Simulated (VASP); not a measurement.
# GaP (zincblende type) (F-43m) in VASP: relaxation of cell and atoms with PBE

Aim: the relaxation of cell and atoms of GaP (zincblende type) with PBE.

Program: VASP 6.6.1. These are calculated values, not measurements. Logs are shortened: lines on timing, memory, paths and dates and some standing lists are left out, and cuts for length are marked.

### 1 The cell of the first run

Symmetry: F-43m, No. 216, cubic system. The conventional cell has a = 5.421 Å, b = 5.421 Å, c = 5.421 Å, α = 90.00°, β = 90.00°, γ = 90.00°. Within 3.1 Å of Ga (site symmetry -43m) lie 4 P at 2.35 Å. Within 3.1 Å of P (site symmetry -43m) lie 4 Ga at 2.35 Å.

### 2 Relaxation of cell and atoms, PBE

File INCAR:

```
ALGO = Normal ; EDIFF = 1E-6
EDIFFG = -0.005 ; ENCUT = 600
GGA = PE ; IBRION = 2
ISIF = 3 ; ISMEAR = -1
LASPH = T ; LCHARG = F
LREAL = F ; LWAVE = F
NELM = 100 ; NSW = 60
PREC = Accurate ; SIGMA = 0.1
```

File KPOINTS:

```
k-points
0
Gamma
  12 12 12
```

File POSCAR:

```
GaP
1.0
    0.0000000000      2.7103316823      2.7103316823
    2.7103316823      0.0000000000      2.7103316823
    2.7103316823      2.7103316823      0.0000000000
Ga P
1 1
Direct
    0.0000000000      0.0000000000      0.0000000000
    0.2500000000      0.2500000000      0.2500000000
```

Potentials or basis: VASP PAW PBE potentials, release 64 (Ga_d, P).

Run with:

```bash
$ cat potpaw_PBE.64/Ga_d/POTCAR potpaw_PBE.64/P/POTCAR > POTCAR
$ mpirun -np 1 vasp_std > vasp.out
```

OUTCAR:

```text
EDIFF = 1E-6
   EDIFFG = -0.005
   ENCUT = 600
   GGA = PE
   IBRION = 2
   ISIF = 3
   ISMEAR = -1
   LASPH = T
   LREAL = F
   NELM = 100
   NSW = 60
   PREC = Accurate

 ion  position               nearest neighbor table
   1  0.000  0.000  0.000-   2 2.35   2 2.35   2 2.35   2 2.35
   2  0.250  0.250  0.250-   1 2.35   1 2.35   1 2.35   1 2.35

  LATTYP: Found a face centered cubic cell.
 ALAT       =     5.4206633646

  Lattice vectors:

 A1 = (   0.0000000000,   2.7103316823,   2.7103316823)
 A2 = (   2.7103316823,   0.0000000000,   2.7103316823)
 A3 = (   2.7103316823,   2.7103316823,   0.0000000000)

Analysis of symmetry for initial positions (statically):
=====================================================================
 Subroutine PRICEL returns:
 Original cell was already a primitive cell.

 Routine SETGRP: Setting up the symmetry group for a
 face centered cubic supercell.

 Subroutine GETGRP returns: Found 24 space group operations
 (whereof 24 operations were pure point group operations)
 out of a pool of 48 trial point group operations.

The static configuration has the point symmetry T_d .

Analysis of symmetry for dynamics (positions and initial velocities):
=====================================================================
 Subroutine PRICEL returns:
 Original cell was already a primitive cell.

 Routine SETGRP: Setting up the symmetry group for a
 face centered cubic supercell.

 Subroutine GETGRP returns: Found 24 space group operations
 (whereof 24 operations were pure point group operations)
 out of a pool of 48 trial point group operations.

The dynamic configuration has the point symmetry T_d .

 Subroutine INISYM returns: Found 24 space group operations
 (whereof 24 operations are pure point group operations),
 and found     1 'primitive' translations

----------------------------------------------------------------------------------------

                                     Primitive cell

  volume of cell :      39.8196

  direct lattice vectors                    reciprocal lattice vectors
     0.000000000  2.710331682  2.710331682    -0.184479266  0.184479266  0.184479266
     2.710331682  0.000000000  2.710331682     0.184479266 -0.184479266  0.184479266
     2.710331682  2.710331682  0.000000000     0.184479266  0.184479266 -0.184479266

  length of vectors
     3.832987824  3.832987824  3.832987824     0.319527462  0.319527462  0.319527462

  position of ions in fractional coordinates (direct lattice)
     0.000000000  0.000000000  0.000000000
     0.250000000  0.250000000  0.250000000

  ion indices of the primitive-cell ions
   primitive index   ion index
                 1           1
                 2           2

----------------------------------------------------------------------------------------

 KPOINTS: k-points

Automatic generation of k-mesh.
 Grid dimensions read from file:
 generate k-points for:   12   12   12

 Generating k-lattice:

  Cartesian coordinates                     Fractional coordinates (reciprocal lattice)
    -0.015373272  0.015373272  0.015373272     0.083333333  0.000000000  0.000000000
     0.015373272 -0.015373272  0.015373272     0.000000000  0.083333333  0.000000000
     0.015373272  0.015373272 -0.015373272     0.000000000  0.000000000  0.083333333

  Length of vectors
     0.026627289  0.026627289  0.026627289

  Shift w.r.t. Gamma in fractional coordinates (k-lattice)
     0.000000000  0.000000000  0.000000000

 Subroutine IBZKPT returns following result:
 ===========================================

 Found     72 irreducible k-points:

 Following reciprocal coordinates:
            Coordinates               Weight
  0.000000  0.000000  0.000000      1.000000
  0.083333  0.000000  0.000000      8.000000
  0.166667  0.000000  0.000000      8.000000
  0.250000  0.000000  0.000000      8.000000
  0.333333  0.000000  0.000000      8.000000
  0.416667  0.000000  0.000000      8.000000
[... 16 lines left out ...]
  0.500000  0.166667  0.000000     24.000000
 -0.416667  0.166667  0.000000     24.000000
 [... further k-points ...]
   k-points           NKPTS =     72   k-points in BZ     NKDIM =     72   number of bands    NBANDS=     13
   number of dos      NEDOS =    301   number of ions     NIONS =      2
   total plane-waves  NPLWV =  32768
   dimension x,y,z NGX =    32 NGY =   32 NGZ =   32
   dimension x,y,z NGXF=    64 NGYF=   64 NGZF=   64
   ions per type =               1   1
   NGX,Y,Z   is equivalent  to a cutoff of  13.88, 13.88, 13.88 a.u.
   NGXF,Y,Z  is equivalent  to a cutoff of  27.76, 27.76, 27.76 a.u.
 SYSTEM =  unknown system
   PREC   = accura    normal or accurate (medium, high low for compatibility)
   ISTART =      0    job   : 0-new  1-cont  2-samecut
   ICHARG =      2    charge: 1-file 2-atom 10-const
   ISPIN  =      1    spin polarized calculation?
   LNONCOLLINEAR =      F non collinear calculations
   LSORBIT =      F    spin-orbit coupling
   LASPH  =      T    aspherical Exc in radial PAW
   ENCUT  =  600.0 eV  44.10 Ry    6.64 a.u.   7.66  7.66  7.66*2*pi/ulx,y,z
   NELM   =    100;   NELMIN=  2; NELMDL= -5     # of ELM steps
   EDIFF  = 0.1E-05   stopping-criterion for ELM
   LREAL  =      F    real-space projection
   EDIFFG = -.5E-02   stopping-criterion for IOM
   NSW    =     60    number of steps for IOM
   IBRION =      2    ionic relax: 0-MD 1-quasi-New 2-CG
   NFREE  =      1    steps in history (QN), initial steepest desc. (CG)
   ISIF   =      3    stress and relaxation
   ISYM   =      2    0-nonsym 1-usesym 2-fastsym
   POTIM  = 0.5000    time-step for ionic-motion
   TEBEG  =    0.0;   TEEND  =   0.0 temperature during run
   PSTRESS=    0.0 pullay stress
   NELECT =      18.0000    total number of electrons
   NUPDOWN=      -1.0000    fix difference up-down
   EMIN   =  10.00;   EMAX   =-10.00  energy-range for DOS
   EFERMI =   0.00;   METHOD = LEGACY
   ISMEAR =    -1;   SIGMA  =   0.10  broadening in eV -4-tet -1-fermi 0-gaus
   EFERMI_NEDOS =   21; number of points for ismear=-14 and -15
   IALGO  =     38    algorithm
   IMIX   =      4    mixing-type and parameters
     AMIX     =   0.40;   BMIX     =  1.00
     AMIX_MAG =   1.60;   BMIX_MAG =  1.00
  volume/ion in A,a.u.               =      19.91       134.36
  Fermi-wavevector in a.u.,A,eV,Ry     =   1.256415  2.374281 21.477878  1.578579
  Thomas-Fermi vector in A             =   2.390124
   LORBIT       =      0    0 simple, 1 ext, 2 COOP (PROOUT), +10 PAW based schemes
   GGA     = PE    functional components
   LHFCALC =     F    Hartree Fock is set to
   AEXX    =    0.0000 exact exchange contribution
   IVDW    =     0    specifies the selected vdW correction
   LEPSILON=     F    determine dielectric tensor
   LRPA    =     F    only Hartree local field effects (RPA)
 conjugate gradient relaxation of ions
 non-spin polarized calculation
  energy-cutoff  :      600.00
  volume of cell :       39.82
 maximum number of plane-waves:      1363
   NGX = 15   NGY = 15   NGZ = 15

--------------------------------------- Ionic step        1  -------------------------------------------

 number of electron      18.0000007 magnetization

 Free energy of the ion-electron system (eV)
  ---------------------------------------------------
  ext. energy  EPLUGINS =         0.00000000
  ---------------------------------------------------
  free energy    TOTEN  =        -9.10510533 eV

  energy without entropy =       -9.10509092  energy(sigma->0) =       -9.10509812

------------------------ aborting loop because EDIFF is reached ----------------------------------------

  FORCE on cell =-STRESS in cart. coord.  units (eV):
  Direction    XX          YY          ZZ          XY          YZ          ZX
  --------------------------------------------------------------------------------------
  -------------------------------------------------------------------------------------
  Total        0.9732587      0.9732587      0.9732587     -0.0000000      0.0000000     -0.0000000
  in kB       39.1598983     39.1598983     39.1598983     -0.0000000      0.0000000     -0.0000000
  external PRESSURE =      39.1598983 kB  Pullay stress =       0.0000000 kB

 VOLUME and BASIS-vectors are now :
 -----------------------------------------------------------------------------
  energy-cutoff  :      600.00
  volume of cell :       39.82
      direct lattice vectors                 reciprocal lattice vectors
     0.000000000  2.710331682  2.710331682    -0.184479266  0.184479266  0.184479266
     2.710331682  0.000000000  2.710331682     0.184479266 -0.184479266  0.184479266
     2.710331682  2.710331682  0.000000000     0.184479266  0.184479266 -0.184479266
[... 37 lines left out ...]
 POSITION                                       TOTAL-FORCE (eV/Angst)
 -----------------------------------------------------------------------------------
      2.77396      5.54792      2.77396         0.000000     -0.000000     -0.000000
      1.38698      1.38698      1.38698        -0.000000      0.000000      0.000000
 -----------------------------------------------------------------------------------
    total drift:                                0.000002      0.000002      0.000001

  FREE ENERGIE OF THE ION-ELECTRON SYSTEM (eV)
  ---------------------------------------------------
  free  energy   TOTEN  =        -9.1224111259 eV

  energy  without entropy=       -9.1223923894  energy(sigma->0) =       -9.12240176

--------------------------------------- Ionic step        3  -------------------------------------------

 number of electron      17.9999991 magnetization

 Free energy of the ion-electron system (eV)
  ---------------------------------------------------
  ext. energy  EPLUGINS =         0.00000000
  ---------------------------------------------------
  free energy    TOTEN  =        -9.12754905 eV

  energy without entropy =       -9.12753419  energy(sigma->0) =       -9.12754162

 E-fermi :   5.1262     XC(G=0):  -9.6958

 val. band max:        4.3466048578   @ k =   0.0000   0.0000   0.0000
 cond. band min:       5.9241093552   @ k =   0.0000   0.0000   0.0000
 fundamental gap:      1.5775044975
 Fermi energy:         5.1262091715

 k-point     1 :       0.0000    0.0000    0.0000
  band No.  band energies     occupation
      1     -10.1548      2.00000
      2     -10.1548      2.00000
      3     -10.1548      2.00000
      4     -10.0639      2.00000
      5     -10.0639      2.00000
      6      -7.9211      2.00000
      7       4.3466      1.99918
      8       4.3466      1.99918
      9       4.3466      1.99918
     10       5.9241      0.00068
     11       8.2434      0.00000
     12       8.2434      0.00000
     13       8.2434      0.00000

 k-point     2 :       0.0833    0.0000    0.0000
  band No.  band energies     occupation
      1     -10.1602      2.00000
      2     -10.1528      2.00000
      3     -10.1528      2.00000
      4     -10.0640      2.00000
      5     -10.0640      2.00000
      6      -7.8341      2.00000
      7       3.4361      2.00000
      8       4.2419      1.99971
      9       4.2419      1.99971
     10       6.4582      0.00000
     11       8.4064      0.00000
[... 339 lines left out ...]
 k-point    24 :      -0.4167    0.1667    0.0000
  band No.  band energies     occupation
      1     -10.2298      2.00000
      2     -10.1281      2.00000
      3     -10.1232      2.00000
      4     -10.0635      2.00000
      5     -10.0586      2.00000
      6      -5.7431      2.00000
      7      -1.9321      2.00000
      8       1.6759      2.00000
      9       2.9484      2.00000
     10       7.0917      0.00000
     11       9.0552      0.00000
     12       9.9790      0.00000
     13      12.3949      0.00000

 [... further k-points ...]

------------------------ aborting loop because EDIFF is reached ----------------------------------------

  FORCE on cell =-STRESS in cart. coord.  units (eV):
  Direction    XX          YY          ZZ          XY          YZ          ZX
  --------------------------------------------------------------------------------------
  -------------------------------------------------------------------------------------
  Total        0.0001502      0.0001502      0.0001502      0.0000000      0.0000000     -0.0000000
  in kB        0.0057685      0.0057685      0.0057685      0.0000000      0.0000000     -0.0000000
  external PRESSURE =       0.0057685 kB  Pullay stress =       0.0000000 kB

 VOLUME and BASIS-vectors are now :
 -----------------------------------------------------------------------------
  energy-cutoff  :      600.00
  volume of cell :       41.73
      direct lattice vectors                 reciprocal lattice vectors
    -0.000000000  2.752900352  2.752900352    -0.181626625  0.181626625  0.181626625
     2.752900352  0.000000000  2.752900352     0.181626625 -0.181626625  0.181626625
     2.752900352  2.752900352 -0.000000000     0.181626625  0.181626625 -0.181626625

 POSITION                                       TOTAL-FORCE (eV/Angst)
 -----------------------------------------------------------------------------------
      0.00000      0.00000      0.00000        -0.000000     -0.000000     -0.000000
      1.37645      1.37645      1.37645         0.000000      0.000000      0.000000
 -----------------------------------------------------------------------------------
    total drift:                                0.000001      0.000001      0.000002

  FREE ENERGIE OF THE ION-ELECTRON SYSTEM (eV)
  ---------------------------------------------------
  free  energy   TOTEN  =        -9.1275490476 eV

  energy  without entropy=       -9.1275341892  energy(sigma->0) =       -9.12754162

 reached required accuracy - stopping structural energy minimisation
```

Wall time 66 s (1 thread of Intel Xeon Platinum 8259CL at 2.50GHz (Skylake/Cascade Lake), shared host); peak memory 0.22 GiB.

What came out:

- Free energy: -9.1275 eV
- Relaxed volume: 20.86 Å³/atom
- Relaxed cell: a = 3.893 Å, b = 3.893 Å, c = 3.893 Å, α = 60.00°, β = 60.00°, γ = 60.00°
- Space group after relaxing (to 0.1 Å): F-43m (No. 216)
- Energy gained by relaxing: 11.2 meV/atom
- Ionic steps: 3
- Pressure after relaxing: 0.0 GPa
- Band gap on the k mesh: 1.58 eV

Step by step:
| step | energy change (eV) | largest force (eV/Å) | pressure (GPa) | volume (Å³) |
| --- | --- | --- | --- | --- |
| 1 | 0.0000 | 0.0000 | 3.92 | 39.82 |
| 2 | -0.0173 | 0.0000 | -1.64 | 42.69 |
| 3 | -0.0224 | 0.0000 | 0.00 | 41.73 |

Final structure:
```
Ga P
1.0
     0.00000    2.75290    2.75290
     2.75290    0.00000    2.75290
     2.75290    2.75290    0.00000
Ga P
1 1
Direct
  0.00000 0.00000 0.00000
  0.25000 0.25000 0.25000
```

A k mesh can miss the band edges.
